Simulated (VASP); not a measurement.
# Si3P4 (I4_1/amd) in VASP: relaxation of cell and atoms with PBE

Aim: the relaxation of cell and atoms of Si3P4 with PBE.

Everything below comes from runs of VASP 6.6.1. Logs are shortened: lines on timing, memory, paths and dates and some standing lists are left out, and cuts for length are marked.

## Step 1: The cell of the first run

Symmetry: I4_1/amd, No. 141, tetragonal system. The conventional cell has a = 6.330 Å, b = 6.330 Å, c = 10.368 Å, α = 90.00°, β = 90.00°, γ = 90.00°. Si (site symmetry -4m2) has 4 P at 2.24 Å within 3.0 Å. Si (site symmetry 2/m) has 6 P at 2.12 to 2.51 Å within 2.8 Å. Within 2.9 Å of P (site symmetry m) lie 4 Si at 2.12 to 2.51 Å and 1 P at 2.81 Å.

The cell was generated, and may not be a known phase.

## Step 2: Relaxation of cell and atoms, PBE

Input file INCAR:

```
SYSTEM = Si3P4
PREC = Accurate
ENCUT = 500
EDIFF = 1E-7
ISMEAR = 0
SIGMA = 0.1
LREAL = .FALSE.
LASPH = .TRUE.
NELM = 120
ALGO = Normal
ISIF = 3
LWAVE = .FALSE.
LCHARG = .FALSE.
GGA = PE
IBRION = 2
NSW = 90
EDIFFG = -0.04
GGA_COMPAT = .FALSE.
NELMIN = 4
```

Input file KPOINTS:

```
Automatic mesh
0
G
  4 4 4
  0 0 0
```

Input file POSCAR:

```
Si3P4
1.0
   -3.1651270300      3.1651270300      5.1838909500
    3.1651270300     -3.1651270300      5.1838909500
    3.1651270300      3.1651270300     -5.1838909500
Si P
6 8
Direct
    0.0000000000      0.0000000000      0.0000000000
    0.7500000000      0.2500000000      0.5000000000
    0.8750000000      0.6250000000      0.2500000000
    0.3750000000      0.6250000000      0.2500000000
    0.3750000000      0.6250000000      0.7500000000
    0.3750000000      0.1250000000      0.7500000000
    0.6061000200      0.3839000000      0.2222000200
    0.1339000000      0.4116999800      0.2777999800
    0.1616999800      0.3839000000      0.7777999800
    0.1339000000      0.8561000200      0.7222000200
    0.1438999800      0.8661000000      0.2777999800
    0.6161000000      0.3938999800      0.7777999800
    0.5883000200      0.8661000000      0.7222000200
    0.6161000000      0.8383000200      0.2222000200
```

Potentials or basis: VASP PAW PBE potentials, release 64 (Si, P).

Started as:

```bash
cat potpaw_PBE.64/Si/POTCAR potpaw_PBE.64/P/POTCAR > POTCAR
mpirun -np 1 vasp_std > vasp.out
```

OUTCAR:

```text
SYSTEM = Si3P4
   PREC = Accurate
   ENCUT = 500
   EDIFF = 1E-7
   ISMEAR = 0
   LREAL = .FALSE.
   LASPH = .TRUE.
   NELM = 120
   ISIF = 3
   GGA = PE
   IBRION = 2
   NSW = 90
   EDIFFG = -0.04
   NELMIN = 4

 ion  position               nearest neighbor table
   1  0.000  0.000  0.000-  10 2.24  11 2.24   8 2.24  13 2.24
   2  0.750  0.250  0.500-   7 2.24  12 2.24   9 2.24  14 2.24
   3  0.875  0.625  0.250-   8 2.12  14 2.12  12 2.12  10 2.12   7 2.51  11 2.51
   4  0.375  0.625  0.250-   7 2.12  11 2.12   9 2.12  13 2.12   8 2.51  14 2.51
   5  0.375  0.625  0.750-  10 2.12  12 2.12   8 2.12  14 2.12  13 2.51   9 2.51
   6  0.375  0.125  0.750-   9 2.12  13 2.12  11 2.12   7 2.12  12 2.51  10 2.51
   7  0.606  0.384  0.222-   4 2.12   6 2.12   2 2.24   3 2.51   9 2.81
   8  0.134  0.412  0.278-   3 2.12   5 2.12   1 2.24   4 2.51  10 2.81
   9  0.162  0.384  0.778-   6 2.12   4 2.12   2 2.24   5 2.51   7 2.81
  10  0.134  0.856  0.722-   3 2.12   5 2.12   1 2.24   6 2.51   8 2.81
  11  0.144  0.866  0.278-   4 2.12   6 2.12   1 2.24   3 2.51  13 2.81
  12  0.616  0.394  0.778-   3 2.12   5 2.12   2 2.24   6 2.51  14 2.81
  13  0.588  0.866  0.722-   6 2.12   4 2.12   1 2.24   5 2.51  11 2.81
  14  0.616  0.838  0.222-   3 2.12   5 2.12   2 2.24   4 2.51  12 2.81

  LATTYP: Found a body centered tetragonal cell.
 ALAT       =     6.3302540600
 C/A-ratio  =     1.6378145019

  Lattice vectors:

 A1 = (  -3.1651270300,   3.1651270300,   5.1838909500)
 A2 = (   3.1651270300,  -3.1651270300,   5.1838909500)
 A3 = (   3.1651270300,   3.1651270300,  -5.1838909500)

Analysis of symmetry for initial positions (statically):
=====================================================================
 Subroutine PRICEL returns:
 Original cell was already a primitive cell.

 Routine SETGRP: Setting up the symmetry group for a
 body centered tetragonal supercell.

 Subroutine GETGRP returns: Found 16 space group operations
 (whereof  8 operations were pure point group operations)
 out of a pool of 16 trial point group operations.

The static configuration has the point symmetry D_2d.
 The point group associated with its full space group is D_4h.

Analysis of symmetry for dynamics (positions and initial velocities):
=====================================================================
 Subroutine PRICEL returns:
 Original cell was already a primitive cell.

 Routine SETGRP: Setting up the symmetry group for a
 body centered tetragonal supercell.

 Subroutine GETGRP returns: Found 16 space group operations
 (whereof  8 operations were pure point group operations)
 out of a pool of 16 trial point group operations.

The dynamic configuration has the point symmetry D_2d.
 The point group associated with its full space group is D_4h.

 Subroutine INISYM returns: Found 16 space group operations
 (whereof  8 operations are pure point group operations),
 and found     1 'primitive' translations

----------------------------------------------------------------------------------------

                                     Primitive cell

  volume of cell :     207.7295

  direct lattice vectors                    reciprocal lattice vectors
    -3.165127030  3.165127030  5.183890950     0.000000000  0.157971543  0.096452646
     3.165127030 -3.165127030  5.183890950     0.157971543  0.000000000  0.096452646
     3.165127030  3.165127030 -5.183890950     0.157971543  0.157971543  0.000000000

  length of vectors
     6.848998731  6.848998731  6.848998731     0.185089495  0.185089495  0.223405498

  position of ions in fractional coordinates (direct lattice)
     0.000000000  0.000000000  0.000000000
     0.750000000  0.250000000  0.500000000
     0.875000000  0.625000000  0.250000000
     0.375000000  0.625000000  0.250000000
     0.375000000  0.625000000  0.750000000
     0.375000000  0.125000000  0.750000000
     0.606100020  0.383900000  0.222200020
     0.133900000  0.411699980  0.277799980
     0.161699980  0.383900000  0.777799980
     0.133900000  0.856100020  0.722200020
     0.143899980  0.866100000  0.277799980
     0.616100000  0.393899980  0.777799980
     0.588300020  0.866100000  0.722200020
     0.616100000  0.838300020  0.222200020

  ion indices of the primitive-cell ions
   primitive index   ion index
                 1           1
                 2           2
                 3           3
[... 34 lines left out ...]
 ===========================================

 Found     13 irreducible k-points:

 Following reciprocal coordinates:
            Coordinates               Weight
  0.000000  0.000000  0.000000      1.000000
  0.250000  0.000000  0.000000      8.000000
  0.500000  0.000000  0.000000      4.000000
  0.250000  0.250000  0.000000      8.000000
  0.500000  0.250000  0.000000     16.000000
 -0.250000  0.250000  0.000000      4.000000
  0.500000  0.500000  0.000000      2.000000
  0.250000  0.250000  0.250000      2.000000
 -0.250000  0.250000  0.250000      4.000000
  0.500000  0.500000  0.250000      4.000000
 -0.250000  0.500000  0.250000      8.000000
 -0.250000 -0.250000  0.250000      2.000000
  0.500000  0.500000  0.500000      1.000000
   k-points           NKPTS =     13   k-points in BZ     NKDIM =     13   number of bands    NBANDS=     40
   number of dos      NEDOS =    301   number of ions     NIONS =     14
   total plane-waves  NPLWV = 125000
   dimension x,y,z NGX =    50 NGY =   50 NGZ =   50
   dimension x,y,z NGXF=   100 NGYF=  100 NGZF=  100
   ions per type =               6   8
   NGX,Y,Z   is equivalent  to a cutoff of  12.14, 12.14, 12.14 a.u.
   NGXF,Y,Z  is equivalent  to a cutoff of  24.27, 24.27, 24.27 a.u.
 SYSTEM =  Si3P4
   PREC   = accura    normal or accurate (medium, high low for compatibility)
   ISTART =      0    job   : 0-new  1-cont  2-samecut
   ICHARG =      2    charge: 1-file 2-atom 10-const
   ISPIN  =      1    spin polarized calculation?
   LNONCOLLINEAR =      F non collinear calculations
   LSORBIT =      F    spin-orbit coupling
   LASPH  =      T    aspherical Exc in radial PAW
   ENCUT  =  500.0 eV  36.75 Ry    6.06 a.u.  12.49 12.49 12.49*2*pi/ulx,y,z
   NELM   =    120;   NELMIN=  4; NELMDL= -5     # of ELM steps
   EDIFF  = 0.1E-06   stopping-criterion for ELM
   LREAL  =      F    real-space projection
   EDIFFG = -.4E-01   stopping-criterion for IOM
   NSW    =     90    number of steps for IOM
   IBRION =      2    ionic relax: 0-MD 1-quasi-New 2-CG
   NFREE  =      1    steps in history (QN), initial steepest desc. (CG)
   ISIF   =      3    stress and relaxation
   ISYM   =      2    0-nonsym 1-usesym 2-fastsym
   POTIM  = 0.5000    time-step for ionic-motion
   TEBEG  =    0.0;   TEEND  =   0.0 temperature during run
   PSTRESS=    0.0 pullay stress
   NELECT =      64.0000    total number of electrons
   NUPDOWN=      -1.0000    fix difference up-down
   EMIN   =  10.00;   EMAX   =-10.00  energy-range for DOS
   EFERMI =   0.00;   METHOD = LEGACY
   ISMEAR =     0;   SIGMA  =   0.10  broadening in eV -4-tet -1-fermi 0-gaus
   EFERMI_NEDOS =   21; number of points for ismear=-14 and -15
   IALGO  =     38    algorithm
   IMIX   =      4    mixing-type and parameters
     AMIX     =   0.40;   BMIX     =  1.00
     AMIX_MAG =   1.60;   BMIX_MAG =  1.00
  volume/ion in A,a.u.               =      14.84       100.13
  Fermi-wavevector in a.u.,A,eV,Ry     =   1.105695  2.089461 16.633966  1.222562
  Thomas-Fermi vector in A             =   2.242186
   LORBIT       =      0    0 simple, 1 ext, 2 COOP (PROOUT), +10 PAW based schemes
   GGA     = PE    functional components
   LHFCALC =     F    Hartree Fock is set to
   AEXX    =    0.0000 exact exchange contribution
   IVDW    =     0    specifies the selected vdW correction
   LEPSILON=     F    determine dielectric tensor
   LRPA    =     F    only Hartree local field effects (RPA)
 conjugate gradient relaxation of ions
 non-spin polarized calculation
 Gauss-broadening in eV      SIGMA  =   0.10
  energy-cutoff  :      500.00
  volume of cell :      207.73
 maximum number of plane-waves:      5315
 NGX is ok and might be reduce to    50
   NGX = 25   NGY = 25   NGZ = 25

--------------------------------------- Ionic step        1  -------------------------------------------

 number of electron      63.9999996 magnetization

 Free energy of the ion-electron system (eV)
  ---------------------------------------------------
  ext. energy  EPLUGINS =         0.00000000
  ---------------------------------------------------
  free energy    TOTEN  =       -69.99569637 eV

  energy without entropy =      -69.97744293  energy(sigma->0) =      -69.98656965

------------------------ aborting loop because EDIFF is reached ----------------------------------------

  FORCE on cell =-STRESS in cart. coord.  units (eV):
  Direction    XX          YY          ZZ          XY          YZ          ZX
  --------------------------------------------------------------------------------------
  -------------------------------------------------------------------------------------
  Total       57.3781451     57.3781451      1.9546395      0.0000000      0.0000000      0.0000000
  in kB      442.5465395    442.5465395     15.0757563      0.0000000      0.0000000      0.0000000
  external PRESSURE =     300.0562784 kB  Pullay stress =       0.0000000 kB
[... 35 lines left out ...]
--------------------------------------- Ionic step        2  -------------------------------------------

 number of electron      63.9999995 magnetization

 E-fermi :   4.9329     XC(G=0):  -9.3588

 val. band max:        4.9023972491   @ k =   0.2500   0.0000   0.0000
 cond. band min:       4.9429422184   @ k =  -0.2500   0.2500   0.0000
 fundamental gap:      0.0405449693
 Fermi energy:         4.9328674243

 k-point     1 :       0.0000    0.0000    0.0000
  band No.  band energies     occupation
      1      -7.8092      2.00000
      2      -6.2000      2.00000
      3      -5.2221      2.00000
      4      -5.2221      2.00000
      5      -5.2202      2.00000
      6      -5.0801      2.00000
[... 637 lines left out ...]
  FREE ENERGIE OF THE ION-ELECTRON SYSTEM (eV)
  ---------------------------------------------------
  free  energy   TOTEN  =       -75.3179667479 eV

  energy  without entropy=      -75.2945284079  energy(sigma->0) =      -75.30624758

[... ionic steps 4 to 12 ...]

--------------------------------------- Ionic step       13  -------------------------------------------

 number of electron      63.9999992 magnetization

------------------------ aborting loop because EDIFF is reached ----------------------------------------
[... 91 lines left out ...]
--------------------------------------- Ionic step       15  -------------------------------------------

 number of electron      63.9999991 magnetization

 Free energy of the ion-electron system (eV)
  ---------------------------------------------------
  ext. energy  EPLUGINS =         0.00000000
  ---------------------------------------------------
  free energy    TOTEN  =       -75.58665207 eV

  energy without entropy =      -75.56279650  energy(sigma->0) =      -75.57472428

 E-fermi :   7.2631     XC(G=0): -10.2179

 val. band max:        7.2039940467   @ k =  -0.2500  -0.2500   0.2500
 cond. band min:       7.3240783330   @ k =   0.0000   0.0000   0.0000
 fundamental gap:      0.1200842863
 Fermi energy:         7.2631431114

 k-point     1 :       0.0000    0.0000    0.0000
  band No.  band energies     occupation
      1      -7.2127      2.00000
      2      -4.7451      2.00000
      3      -3.6899      2.00000
      4      -3.6899      2.00000
      5      -3.6866      2.00000
      6      -3.3828      2.00000
[... 589 lines left out ...]
  FREE ENERGIE OF THE ION-ELECTRON SYSTEM (eV)
  ---------------------------------------------------
  free  energy   TOTEN  =       -75.5866520685 eV

  energy  without entropy=      -75.5627964986  energy(sigma->0) =      -75.57472428

 reached required accuracy - stopping structural energy minimisation
```

Run time: 28 min. Hardware: 1 thread of Oxide Virtual Turin-like, shared host; peak memory 0.35 GiB.

What came out:

```yaml
Free_energy: -75.5867 eV
Relaxed_volume: 17.24 Å³/atom
Relaxed_cell: a = 6.992 Å, b = 6.992 Å, c = 6.992 Å, α = 120.09°, β = 120.09°, γ = 89.84°
Space_group_after_relaxing_to_0.1_Å: Fd-3m (No. 227)
Energy_gained_by_relaxing: 399.4 meV/atom
Ionic_steps: 15
Pressure_after_relaxing: 0.1 GPa
Largest_force_after_relaxing: 0.029 eV/Å
Band_gap_on_the_k_mesh: zero (bands 32 and 33 overlap by 0.38 eV)
```

Forces in eV/Å, atoms in the order of the input:
```
Si   0.000  0.000  0.000
Si   0.000  0.000  0.000
Si   0.000  0.000  0.000
Si   0.000  0.000  0.000
Si   0.000  0.000  0.000
Si   0.000  0.000  0.000
P    0.000 -0.027  0.010
P    0.027  0.000  0.010
P    0.000  0.027  0.010
P   -0.027  0.000  0.010
P    0.000  0.027 -0.010
P    0.027  0.000 -0.010
P    0.000 -0.027 -0.010
P   -0.027  0.000 -0.010
```

Step by step:
```
step  energy change (eV)  largest force (eV/Å)  pressure (GPa)  volume (Å³)
   1              0.0000                3.8478           30.01       207.73
   2             -1.4837                1.4831          -13.06       300.00
   3             -5.3223                0.6513           -2.65       247.65
   4             -5.3385                0.6048           -1.90       245.90
   5             -5.3420                0.5771           -1.36       244.70
   6             -5.5442                0.1990            0.08       241.01
   7             -5.5631                0.0845            0.80       239.57
   8             -5.5719                0.1035           -0.25       242.11
   9             -5.5719                0.1022           -0.20       241.98
  10             -5.5762                0.0843           -0.14       241.94
  11             -5.5828                0.1137            0.04       241.82
  12             -5.5867                0.0664           -0.03       241.89
  13             -5.5901                0.0524           -0.19       242.06
  14             -5.5901                0.0419           -0.18       242.04
  15             -5.5910                0.0286            0.10       241.41
```

Final structure:
```yaml
crystal:
  lattice:
    - [-3.49126, 3.49126, 4.95146]
    - [3.49126, -3.49126, 4.95146]
    - [3.49126, 3.49126, -4.95146]
  atoms:
    - { symbol: Si, position: [0.00000, 0.00000, 0.00000] }
    - { symbol: Si, position: [0.75000, 0.25000, 0.50000] }
    - { symbol: Si, position: [0.87500, 0.62500, 0.25000] }
    - { symbol: Si, position: [0.37500, 0.62500, 0.25000] }
    - { symbol: Si, position: [0.37500, 0.62500, 0.75000] }
    - { symbol: Si, position: [0.37500, 0.12500, 0.75000] }
    - { symbol: P, position: [0.61640, 0.38477, 0.23163] }
    - { symbol: P, position: [0.13477, 0.40314, 0.26837] }
    - { symbol: P, position: [0.15314, 0.38477, 0.76837] }
    - { symbol: P, position: [0.13477, 0.86640, 0.73163] }
    - { symbol: P, position: [0.13360, 0.86523, 0.26837] }
    - { symbol: P, position: [0.61523, 0.38360, 0.76837] }
    - { symbol: P, position: [0.59686, 0.86523, 0.73163] }
    - { symbol: P, position: [0.61523, 0.84686, 0.23163] }
```

Levels at points of the mesh, in eV from the Fermi level:
```
           k point  band 29  band 30  band 31  band 32  band 33  band 34  band 35  band 36
(0.00, 0.00, 0.00)    -0.60    -0.55    -0.33    -0.33    -0.30     0.06     0.06     0.08
(0.50, 0.00, 0.00)    -0.81    -0.54    -0.21    -0.21     0.25     0.62     1.14     1.15
(0.50, 0.50, 0.00)    -1.18    -1.18    -0.25    -0.25     1.49     1.49     2.06     2.06
(0.50, 0.50, 0.50)    -1.16    -1.16    -0.23    -0.23     1.48     1.48     2.09     2.09
```

Caveat: the volume moved by over 15 % at a fixed basis, so the end points are rough; semilocal functionals underestimate gaps, and a narrow one can read as zero.

The gap in the log of VASP goes by the Fermi energy; the results here count the filled bands.